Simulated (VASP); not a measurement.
Set up this calculation in VASP 6.6.1, as the native input.

```
Task                   : single point
Functional             : PBE
Potentials or basis    : VASP PAW PBE potentials, release 64 (Pb_d, S)
Cutoff                 : 520 eV
k mesh                 : 8 × 8 × 8
Occupations            : fermi-dirac, width 0.01 eV
Spin                   : no spin polarisation
Dipole correction      : no
Further INCAR settings : ALGO = Normal; EDIFF = 1e-07; NBANDS = 17
```

The structure of PbS lies in POSCAR:

```
PbS
1.0
   -0.0593000000      2.9353500000      2.9353500000
    2.9353500000     -0.0593000000      2.9353500000
    2.9353500000      2.9353500000     -0.0593000000
Pb S
1 1
Direct
    0.0000000000      0.0000000000      0.0000000000
    0.5000000000      0.5000000000      0.5000000000
```

This cell differs from its parent crystal: equal xy, yz and zx shear strains of -2 %.

The input as run:

INCAR

```
SYSTEM = PbS
PREC = Accurate
ENCUT = 520
EDIFF = 1E-7
ISMEAR = -1
SIGMA = 0.01
LREAL = .FALSE.
LASPH = .TRUE.
NELM = 60
ALGO = Normal
ISIF = 2
LWAVE = .FALSE.
LCHARG = .FALSE.
GGA = PE
NBANDS = 17
```

KPOINTS

```
Automatic mesh
0
G
  8 8 8
  0 0 0
```

Potentials or basis: VASP PAW PBE potentials, release 64 (Pb_d, S).

Run with:

```console
$ cat potpaw_PBE.64/Pb_d/POTCAR potpaw_PBE.64/S/POTCAR > POTCAR
$ mpirun -np 1 vasp_std > vasp.out
```

It gave:

```yaml
Pressure: 2.2 GPa
Band_gap_on_the_k_mesh: 0.17 eV, indirect (least direct gap 0.33 eV)
```

Caveat: the cell differs from its parent crystal (equal xy, yz and zx shear strains of -2 %); spin-orbit coupling is left out, which moves the levels of the heavy elements.

Wall time 17 s on 1 thread of Intel(R) Xeon(R) 6975P-C (Granite Rapids), on a shared host, peak memory 0.21 GiB.
